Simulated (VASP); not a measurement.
Wanted: the native input for a VASP 6.6.1 run.

```
Task                   : single point
Functional             : PBE
Potentials or basis    : VASP PAW PBE potentials, release 64 (Zn, S)
Cutoff                 : 520 eV
k mesh                 : 1 × 1 × 5
Occupations            : gaussian, width 0.05 eV
Spin                   : no spin polarisation
Dipole correction      : no
Further INCAR settings : ALGO = Normal; EDIFF = 1e-06; NBANDS = 76
```

The structure of ZnS lies in POSCAR:

```
ZnS
1.0
   20.7000000000      0.0000000000      0.0000000000
    0.0000000000      9.3000000000      0.0000000000
    0.0000000000      0.0000000000      6.7233274694
Zn S
7 7
Direct
    0.6952720780      0.5000000000      0.3073208416
    0.7522084293      0.5000000000      0.8924984976
    0.5000000000      0.5000000000      0.3194317463
    0.5920608932      0.5000000000      0.8254500814
    0.3047279220      0.5000000000      0.3073208416
    0.4079391068      0.5000000000      0.8254500814
    0.2477915707      0.5000000000      0.8924984976
    0.7940118796      0.5000000000      0.1804519150
    0.5958105500      0.5000000000      0.1592785626
    0.6844671442      0.5000000000      0.6482665617
    0.4041894500      0.5000000000      0.1592785626
    0.5000000000      0.5000000000      0.6540353337
    0.2059881204      0.5000000000      0.1804519150
    0.3155328558      0.5000000000      0.6482665617
```

One way to write it, as run:

INCAR

```
  PREC = Accurate
  ENCUT = 520
  EDIFF = 1E-6
  ISMEAR = 0
  SIGMA = 0.05
  LREAL = F
  LASPH = T
  NELM = 100
  ALGO = Normal
  ISIF = 2
  LWAVE = F
  LCHARG = T
  GGA = PE
  LELF = T
  LVHAR = T
  NBANDS = 76
```

KPOINTS

```
regular mesh
0
Gamma
  1 1 5
```

Potentials or basis: VASP PAW PBE potentials, release 64 (Zn, S).

Run with:

```console
$ cat potpaw_PBE.64/Zn/POTCAR potpaw_PBE.64/S/POTCAR > POTCAR
$ mpirun -np 1 vasp_std > vasp.out
```

Results of the run:

| Quantity | Value |
| --- | --- |
| Largest force | 0.027 eV/Å |
| Band gap on the k mesh | 2.59 eV |

Run time: 13 min on 1 thread of Intel(R) Xeon(R) Platinum 8559C (Emerald Rapids) (shared host), peak memory 1.1 GiB.
